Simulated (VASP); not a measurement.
A run of VASP 6.6.1 is set up as follows.

The input INCAR:

```
SYSTEM = CoSi
  PREC = Accurate
  ENCUT = 520
  EDIFF = 1E-6
  ISMEAR = 0
  SIGMA = 0.15
  LREAL = .FALSE.
  LASPH = .TRUE.
  NELM = 80
  ALGO = Fast
  ISIF = 2
  LWAVE = .FALSE.
  LCHARG = .FALSE.
  GGA = PS
  NBANDS = 36
```

The input KPOINTS:

```
Automatic mesh
0
G
  10 10 10
  0 0 0
```

POSCAR

```
CoSi
1.0
    4.3858255181      0.0000000000      0.0000000000
    0.0000000000      4.3858255181      0.0000000000
    0.0000000000      0.0000000000      4.5174002836
Co Si
4 4
Direct
    0.1456446764      0.1456446764      0.1456446764
    0.3543553236      0.8543553236      0.6456446764
    0.6456446764      0.3543553236      0.8543553236
    0.8543553236      0.6456446764      0.3543553236
    0.8433288500      0.8433288500      0.8433288500
    0.6566711500      0.1566711500      0.3433288500
    0.3433288500      0.6566711500      0.1566711500
    0.1566711500      0.3433288500      0.6566711500
```

Potentials or basis: VASP PAW PBE potentials, release 64 (Co, Si).

Command:

```console
$ cat potpaw_PBE.64/Co/POTCAR potpaw_PBE.64/Si/POTCAR > POTCAR
$ mpirun -np 1 vasp_std > vasp.out
```

(1) Predict the band gap on the k mesh.

(2) Predict the largest force.

(3) Estimate the pressure.

Answers

(1) zero (bands 26 and 27 overlap by 0.22 eV).

(2) 0.071 eV/Å.

(3) -6.6 GPa.

Caveat: the cell differs from its parent crystal (strain +0.000 along x and y, +0.030 along z); the stress differs along the axes, from -11 to -4 GPa; the PAW data sets were made with another functional, which shifts forces and pressure a little; the run has no spin polarisation, though such a crystal can be magnetic.
